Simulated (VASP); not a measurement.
# C (R-3m) in VASP: further runs

Runs on C. Level: PBE. Tasks: single point.

All numbers are computed with VASP 6.6.1; they aren't measurements. Logs are shortened: lines on timing, memory, paths and dates and some standing lists are left out, and cuts for length are marked.

## 1. The cell of the first run

Symmetry: R-3m, No. 166, trigonal system. The conventional cell has a = 2.444 Å, b = 2.444 Å, c = 32.760 Å, α = 90.00°, β = 90.00°, γ = 120.00°. C (site symmetry 3m) has 4 C at 1.51 to 1.63 Å within 2.0 Å. C (site symmetry 3m) has 4 C at 1.51 to 1.63 Å within 2.0 Å. Within 2.0 Å of C (site symmetry 3m) lie 4 C at 1.51 to 1.63 Å. C (site symmetry 3m) has 4 C at 1.51 to 1.65 Å within 2.0 Å. Within 2.0 Å of C (site symmetry 3m) lie 4 C at 1.51 to 1.65 Å.

## 2. Single point, PBE

INCAR reads:

```
SYSTEM = C
PREC = Accurate
ENCUT = 520
EDIFF = 1E-6
ISMEAR = 0
SIGMA = 0.05
LREAL = .FALSE.
LASPH = .TRUE.
NELM = 60
ALGO = Normal
ISIF = 2
LWAVE = .FALSE.
LCHARG = .TRUE.
GGA = PE
LELF = .TRUE.
LVHAR = .TRUE.
NBANDS = 31
```

KPOINTS reads:

```
Automatic mesh
0
G
  12 12 12
  0 0 0
```

POSCAR reads:

```
C
1.0
    1.2220000000      0.7055220289     10.9199333333
   -1.2220000000      0.7055220289     10.9199333333
    0.0000000000     -1.4110440579     10.9199333333
C
10
Direct
    0.0248257000      0.0248257000      0.0248257000
    0.9751743000      0.9751743000      0.9751743000
    0.1086810650      0.1086810650      0.1086810650
    0.8913189350      0.8913189350      0.8913189350
    0.1583663742      0.1583663742      0.1583663742
    0.8416336258      0.8416336258      0.8416336258
    0.3748589682      0.3748589682      0.3748589682
    0.6251410318      0.6251410318      0.6251410318
    0.4253192967      0.4253192967      0.4253192967
    0.5746807033      0.5746807033      0.5746807033
```

Potentials or basis: VASP PAW PBE potentials, release 64 (C).

Launch:

```bash
> cat potpaw_PBE.64/C/POTCAR > POTCAR
> mpirun -np 1 vasp_std > vasp.out
```

OUTCAR:

```text
SYSTEM = C
   PREC = Accurate
   ENCUT = 520
   EDIFF = 1E-6
   ISMEAR = 0
   LREAL = .FALSE.
   LASPH = .TRUE.
   NELM = 60
   ISIF = 2
   GGA = PE

 ion  position               nearest neighbor table
   1  0.025  0.025  0.025-   7 1.51   7 1.51   7 1.51   2 1.63
   2  0.975  0.975  0.975-   8 1.51   8 1.51   8 1.51   1 1.63
   3  0.109  0.109  0.109-   9 1.51   9 1.51   9 1.51   5 1.63
   4  0.891  0.891  0.891-  10 1.51  10 1.51  10 1.51   6 1.63
   5  0.158  0.158  0.158-   6 1.51   6 1.51   6 1.51   3 1.63
   6  0.842  0.842  0.842-   5 1.51   5 1.51   5 1.51   4 1.63
   7  0.375  0.375  0.375-   1 1.51   1 1.51   1 1.51   9 1.65
   8  0.625  0.625  0.625-   2 1.51   2 1.51   2 1.51  10 1.65
   9  0.425  0.425  0.425-   3 1.51   3 1.51   3 1.51   7 1.65
  10  0.575  0.575  0.575-   4 1.51   4 1.51   4 1.51   8 1.65

  LATTYP: Found a trigonal (rhomboedric) cell.
 ALAT       =    11.0107215630
 COS(alpha) =     0.9753656648

  Lattice vectors:

 A1 = (   1.2220000000,   0.7055220289,  10.9199333333)
 A2 = (  -1.2220000000,   0.7055220289,  10.9199333333)
 A3 = (   0.0000000000,  -1.4110440579,  10.9199333333)

Analysis of symmetry for initial positions (statically):
=====================================================================
 Subroutine PRICEL returns:
 Original cell was already a primitive cell.

 Routine SETGRP: Setting up the symmetry group for a
 trigonal (rhombohedral) supercell.

 Subroutine GETGRP returns: Found 12 space group operations
 (whereof 12 operations were pure point group operations)
 out of a pool of 12 trial point group operations.

The static configuration has the point symmetry D_3d.

Analysis of symmetry for dynamics (positions and initial velocities):
=====================================================================
 Subroutine PRICEL returns:
 Original cell was already a primitive cell.

 Routine SETGRP: Setting up the symmetry group for a
 trigonal (rhombohedral) supercell.

 Subroutine GETGRP returns: Found 12 space group operations
 (whereof 12 operations were pure point group operations)
 out of a pool of 12 trial point group operations.

The dynamic configuration has the point symmetry D_3d.

 Subroutine INISYM returns: Found 12 space group operations
 (whereof 12 operations are pure point group operations),
 and found     1 'primitive' translations
[... 111 lines left out ...]
   EDIFF  = 0.1E-05   stopping-criterion for ELM
   LREAL  =      F    real-space projection
   EDIFFG = 0.1E-04   stopping-criterion for IOM
   NSW    =      0    number of steps for IOM
   IBRION =     -1    ionic relax: 0-MD 1-quasi-New 2-CG
   NFREE  =      0    steps in history (QN), initial steepest desc. (CG)
   ISIF   =      2    stress and relaxation
   ISYM   =      2    0-nonsym 1-usesym 2-fastsym
   POTIM  = 0.5000    time-step for ionic-motion
   TEBEG  =    0.0;   TEEND  =   0.0 temperature during run
   PSTRESS=    0.0 pullay stress
   NELECT =      40.0000    total number of electrons
   NUPDOWN=      -1.0000    fix difference up-down
   EMIN   =  10.00;   EMAX   =-10.00  energy-range for DOS
   EFERMI =   0.00;   METHOD = LEGACY
   ISMEAR =     0;   SIGMA  =   0.05  broadening in eV -4-tet -1-fermi 0-gaus
   EFERMI_NEDOS =   21; number of points for ismear=-14 and -15
   IALGO  =     38    algorithm
   IMIX   =      4    mixing-type and parameters
     AMIX     =   0.40;   BMIX     =  1.00
     AMIX_MAG =   1.60;   BMIX_MAG =  1.00
  volume/ion in A,a.u.               =       5.65        38.12
  Fermi-wavevector in a.u.,A,eV,Ry     =   1.459185  2.757461 28.969826  2.129222
  Thomas-Fermi vector in A             =   2.575782
   LORBIT       =      0    0 simple, 1 ext, 2 COOP (PROOUT), +10 PAW based schemes
   GGA     = PE    functional components
   LHFCALC =     F    Hartree Fock is set to
   AEXX    =    0.0000 exact exchange contribution
   IVDW    =     0    specifies the selected vdW correction
   LEPSILON=     F    determine dielectric tensor
   LRPA    =     F    only Hartree local field effects (RPA)
 non-spin polarized calculation
 Gauss-broadening in eV      SIGMA  =   0.05
  energy-cutoff  :      520.00
  volume of cell :       56.49
 maximum number of plane-waves:      1548
 NGX is ok and might be reduce to    84

 number of electron      40.0000000 magnetization

 Free energy of the ion-electron system (eV)
  ---------------------------------------------------
  ext. energy  EPLUGINS =         0.00000000
  ---------------------------------------------------
  free energy    TOTEN  =       -89.91534536 eV

  energy without entropy =      -89.91534536  energy(sigma->0) =      -89.91534536

 E-fermi :  10.1831     XC(G=0): -13.2720

 val. band max:        9.9382234721   @ k =   0.0000   0.0000   0.0000
 cond. band min:      13.2647465847   @ k =   0.0000   0.0000   0.0000
 fundamental gap:      3.3265231126
 Fermi energy:        10.1831044837

 k-point     1 :       0.0000    0.0000    0.0000
  band No.  band energies     occupation
      1     -11.7934      2.00000
      2     -10.8735      2.00000
      3     -10.7896      2.00000
      4      -8.1969      2.00000
      5      -8.1863      2.00000
      6      -2.1350      2.00000
[... 805 lines left out ...]
     30      20.5786      0.00000
     31      20.8629      0.00000

 [... further k-points ...]
[... 5 lines left out ...]
  --------------------------------------------------------------------------------------
  -------------------------------------------------------------------------------------
  Total       14.0271109     14.0271109    -19.2845620      0.0000000      0.0000000      0.0000000
  in kB      397.8558903    397.8558903   -546.9748267      0.0000000      0.0000000      0.0000000
  external PRESSURE =      82.9123179 kB  Pullay stress =       0.0000000 kB

 VOLUME and BASIS-vectors are now :
 -----------------------------------------------------------------------------
  energy-cutoff  :      520.00
  volume of cell :       56.49
      direct lattice vectors                 reciprocal lattice vectors
     1.222000000  0.705522029 10.919933333     0.409165303  0.236231698  0.030525217
    -1.222000000  0.705522029 10.919933333    -0.409165303  0.236231698  0.030525217
     0.000000000 -1.411044058 10.919933333     0.000000000 -0.472463395  0.030525217

 POSITION                                       TOTAL-FORCE (eV/Angst)
 -----------------------------------------------------------------------------------
      0.00000     -0.00000      0.81328         0.000000     -0.000000      0.158509
      0.00000     -0.00000     31.94652         0.000000      0.000000     -0.158509
      0.00000     -0.00000      3.56037         0.000000      0.000000     -0.168205
      0.00000     -0.00000     29.19943         0.000000     -0.000000      0.168205
      0.00000     -0.00000      5.18805         0.000000     -0.000000      0.038063
      0.00000     -0.00000     27.57175         0.000000      0.000000     -0.038063
      0.00000     -0.00000     12.28030         0.000000      0.000000     -0.091781
      0.00000     -0.00000     20.47950         0.000000     -0.000000      0.091781
      0.00000     -0.00000     13.93338         0.000000     -0.000000      0.084903
      0.00000     -0.00000     18.82642         0.000000      0.000000     -0.084903
 -----------------------------------------------------------------------------------
    total drift:                                0.000000     -0.000000      0.000000

  FREE ENERGIE OF THE ION-ELECTRON SYSTEM (eV)
  ---------------------------------------------------
  free  energy   TOTEN  =       -89.9153453603 eV

  energy  without entropy=      -89.9153453603  energy(sigma->0) =      -89.91534536
```

It took 72 min on 1 thread of Intel Xeon Platinum 8375C at 2.90GHz (Ice Lake), shared host; peak memory 1.1 GiB.

Results:

```yaml
Free_energy: -89.9153 eV
Pressure: 8.3 GPa
Largest_force: 0.168 eV/Å
Band_gap_on_the_k_mesh: 3.33 eV
```

Forces in eV/Å, atoms in the order of the input:
```
C    0.000  0.000  0.159
C    0.000  0.000 -0.159
C    0.000  0.000 -0.168
C    0.000  0.000  0.168
C    0.000  0.000  0.038
C    0.000  0.000 -0.038
C    0.000  0.000 -0.092
C    0.000  0.000  0.092
C    0.000  0.000  0.085
C    0.000  0.000 -0.085
```

Caveat: the cell stands under pressure.

## 3. Single point, PBE

This run uses another cell than the first one, of the same volume but with other edges.

INCAR reads:

```
ALGO = Normal
EDIFF = 1E-6
ENCUT = 520
GGA = PE
ISIF = 2
ISMEAR = 0
LASPH = T
LCHARG = F
LREAL = F
LWAVE = F
NBANDS = 31
NELM = 60
PREC = Accurate
SIGMA = 0.05
```

KPOINTS reads:

```
k-points
0
Gamma
  12 12 12
```

Edit POSCAR of step 2 so:

```diff
@@ -2,5 +2,5 @@
 1.0
-    1.2220000000      0.7055220289     10.9199333333
-   -1.2220000000      0.7055220289     10.9199333333
-    0.0000000000     -1.4110440579     10.9199333333
+    1.2724000000      0.7346204825     10.0905666667
+   -1.2724000000      0.7346204825     10.0905666667
+    0.0000000000     -1.4692409650     10.0905666667
 C
```

Potentials or basis: VASP PAW PBE potentials, release 64 (C).

Launch:

```bash
> cat potpaw_PBE.64/C/POTCAR > POTCAR
> mpirun -np 1 vasp_std > vasp.out
```

Wall time 47 min (1 thread of Intel Xeon Platinum 8375C at 2.90GHz (Ice Lake), shared host); peak memory 0.96 GiB.

Results (log left out):

- Free energy: -90.6525 eV
- Pressure: 4.6 GPa
- Largest force: 0.233 eV/Å
- Band gap on the k mesh: 4.11 eV (least direct gap 4.93 eV)

Forces in eV/Å, atoms in the order of the input:
```
C    0.000  0.000  0.139
C    0.000  0.000 -0.139
C    0.000  0.000 -0.133
C    0.000  0.000  0.133
C    0.000  0.000  0.233
C    0.000  0.000 -0.233
C    0.000  0.000 -0.195
C    0.000  0.000  0.195
C    0.000  0.000  0.198
C    0.000  0.000 -0.198
```

Stress tensor (GPa, compression positive):
```
-10.68   0.00   0.00
  0.00 -10.68   0.00
  0.00   0.00  35.31
```

Levels at points of the mesh, in eV from the valence-band top:
```
           k point  band 17  band 18  band 19  band 20  band 21  band 22  band 23  band 24
(0.00, 0.00, 0.00)    -1.50    -0.24     0.00     0.00     4.93     4.93     6.26     6.52
(0.50, 0.00, 0.00)    -4.54    -4.48    -3.51    -2.78     4.35     4.37     6.26     6.40
(0.50, 0.50, 0.00)    -4.12    -4.08    -3.35    -3.33     4.11     5.08     5.17     5.99
(0.50, 0.50, 0.50)    -0.56    -0.56    -0.51    -0.51     5.50     5.50     5.61     5.61
```

Caveat: the cell stands under pressure.

## 4. Single point, PBE

This run uses another cell than the first one, of 5.44 Å³/atom.

INCAR reads:

```
SYSTEM = C
ALGO = Normal
EDIFF = 1E-6
ENCUT = 520
GGA = PE
ISIF = 2
ISMEAR = 0
LASPH = .True.
LCHARG = .False.
LREAL = .False.
LWAVE = .False.
NBANDS = 31
NELM = 60
PREC = Accurate
SIGMA = 0.05
```

KPOINTS reads:

```
k-points
0
Gamma
  12 12 12
  0 0 0
```

Edit POSCAR of step 3 so:

```diff
@@ -2,5 +2,5 @@
 1.0
-    1.2724000000      0.7346204825     10.0905666667
-   -1.2724000000      0.7346204825     10.0905666667
-    0.0000000000     -1.4692409650     10.0905666667
+    1.2472000000      0.7200712557     10.0905666667
+   -1.2472000000      0.7200712557     10.0905666667
+    0.0000000000     -1.4401425115     10.0905666667
 C
```

Launch:

```bash
> cat potpaw_PBE.64/C/POTCAR > POTCAR
> mpirun -np 1 vasp_std > vasp.out
```

Run time: 65 min. Hardware: 1 thread of Intel Xeon Platinum 8488C (Sapphire Rapids), shared host; peak memory 0.96 GiB.

Results (log left out):

* Free energy: -90.6213 eV
* Pressure: 23.3 GPa
* Largest force: 0.126 eV/Å
* Band gap on the k mesh: 4.43 eV (least direct gap 5.25 eV)

Forces in eV/Å, atoms in the order of the input:
```
C    0.000  0.000  0.074
C    0.000  0.000 -0.074
C    0.000  0.000 -0.070
C    0.000  0.000  0.070
C    0.000  0.000  0.126
C    0.000  0.000 -0.126
C    0.000  0.000 -0.073
C    0.000  0.000  0.073
C    0.000  0.000  0.075
C    0.000  0.000 -0.075
```

Stress tensor (GPa, compression positive):
```
15.62  0.00  0.00
 0.00 15.62  0.00
 0.00  0.00 38.66
```

Levels at points of the mesh, in eV from the valence-band top:
| k point | band 16 | band 17 | band 18 | band 19 | band 20 | band 21 | band 22 | band 23 | band 24 | band 25 |
| --- | --- | --- | --- | --- | --- | --- | --- | --- | --- | --- |
| (0.00, 0.00, 0.00) | -1.44 | -1.44 | -0.20 | 0.00 | 0.00 | 5.25 | 5.25 | 6.00 | 6.80 | 6.80 |
| (0.50, 0.00, 0.00) | -4.94 | -4.68 | -4.62 | -3.67 | -2.98 | 4.71 | 4.72 | 6.56 | 6.59 | 6.68 |
| (0.50, 0.50, 0.00) | -5.71 | -4.31 | -4.23 | -3.52 | -3.50 | 4.48 | 5.43 | 5.47 | 5.85 | 7.46 |
| (0.50, 0.50, 0.50) | -1.79 | -0.53 | -0.53 | -0.48 | -0.48 | 5.79 | 5.79 | 5.91 | 5.91 | 6.69 |

Caveat: the cell stands under pressure. A k mesh can miss the band edges.

[end of part 1 of 2]
